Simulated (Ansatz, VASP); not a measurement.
# Ga: VASP beside Ansatz

```
CELL_PARAMETERS angstrom
0.00000 2.76803 2.76803
2.76803 0.00000 2.76803
2.76803 2.76803 0.00000
ATOMIC_POSITIONS crystal
Ga 0.12500 0.12500 0.12500
Ga 0.87500 0.87500 0.87500
```

Alike in both runs: task single point; functional r2SCAN; k mesh 11 × 11 × 11; occupations fermi-dirac, width 0.1 eV; no spin polarisation.

|  | VASP | Ansatz |
| --- | --- | --- |
| version | VASP 6.6.1 | Ansatz 0.2.0 |
| potentials or method | VASP PAW PBE potentials, release 64 (Ga_d), cutoff 520 eV | plane waves (500 eV) with PAW, scalar-relativistic |
| valence electrons in the cell | 26 | 26 |

Ansatz gave:

```
pressure (GPa) : 7.7
```

**Question.** Which values does VASP return?

**Answer.** Pressure (GPa): 7.8.

VASP's potentials were made for PBE, not for r2SCAN.
